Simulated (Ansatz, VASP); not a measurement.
# Two plane-wave programs on BaF2

Contents of INCAR:

```
ALGO     = Normal         # electronic algorithm
EDIFF    = 1E-6           # SCF threshold, eV
ENCUT    = 600            # plane-wave cutoff, eV
GGA      = PS             # functional
GGA_COMPAT= False        
ISIF     = 2              # what is computed and relaxed
ISMEAR   = -1             # smearing method
LASPH    = True           # aspherical terms in the spheres
LCHARG   = True           # write CHGCAR
LELF     = True           # ELF
LREAL    = False          # projectors in reciprocal space
LVHAR    = True         
LWAVE    = False          # write WAVECAR
NBANDS   = 19             # bands
NELM     = 120            # most SCF steps
PREC     = Accurate       # precision mode
SIGMA    = 0.05           # smearing width, eV
```

File KPOINTS:

```
k-points
0
Gamma
  6 6 6
```

The input POSCAR:

```
BaF2
1.0
    0.0000000000      3.0971637718      3.0971637718
    3.0971637718      0.0000000000      3.0971637718
    3.0971637718      3.0971637718      0.0000000000
Ba F
1 2
Direct
    0.0000000000      0.0000000000      0.0000000000
    0.2500000000      0.2500000000      0.2500000000
    0.7500000000      0.7500000000      0.7500000000
```

Input for Ansatz:

```yaml
crystal:
  lattice:
    - [0.0, 3.0971637718, 3.0971637718]
    - [3.0971637718, 0.0, 3.0971637718]
    - [3.0971637718, 3.0971637718, 0.0]
  atoms:
    - { symbol: Ba, position: [0.0, 0.0, 0.0] }
    - { symbol: F, position: [0.25, 0.25, 0.25] }
    - { symbol: F, position: [0.75, 0.75, 0.75] }
kpoints:
  mp_grid: { grid: [6, 6, 6] }
hamiltonian:
  xc: pbesol
scf:
  occupations: { method: fermi_dirac, width: 0.05 }
  n_extra_bands: 4
output:
  forces: true
  stress: true
  eigenvalues: true
```

Alike in both runs: task single point; functional PBEsol; k mesh 6 × 6 × 6; occupations fermi-dirac, width 0.05 eV; no spin polarisation.

```csv
,VASP,Ansatz
version,VASP 6.6.1,Ansatz 0.2.0
potentials or method,"VASP PAW PBE potentials, release 64 (Ba_sv, F)",plane waves
plane-wave cutoff (eV),600,420
valence electrons in the cell,24,24
```

```csv
,VASP,Ansatz,Ansatz less VASP
gap on the k mesh at the Fermi level (eV),6.65,6.74,+0.082
pressure (GPa),-0.5,-1.6,-1.06
```

VASP's potentials were made for PBE, not for PBEsol.

Neither program's run includes spin-orbit coupling.
